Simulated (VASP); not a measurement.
# Fe: single point with PBE

Fe:

```
Fe
1.0
     0.00000    1.76350    1.76350
     1.76350    0.00000    1.76350
     1.76350    1.76350    0.00000
Fe
1
Direct
  0.00000 0.00000 0.00000
```

```json
{"Program": "VASP 6.6.1", "Task": "single point", "Functional": "PBE", "Potentials or basis": "VASP PAW PBE potentials, release 64 (Fe)", "Cutoff": "520 eV", "k mesh": "11 × 11 × 11", "Occupations": "fermi-dirac, width 0.1 eV", "Spin": "collinear spin, ferromagnetic start", "Starting moments": "[2.32] μB", "Fixed moment": "2.32 μB"}
```

```json
{"Pressure": "15.2 GPa", "Net moment": "2.32 μB per cell", "Site moments": "Fe +2.30 μB", "Valence electrons inside the program's atomic spheres": "Fe 7.35"}
```

It took 26 s on 1 thread of Intel Xeon 8259CL (shared host), peak memory 0.14 GiB.

Caveat: the total moment is fixed, so each spin has its own Fermi level.
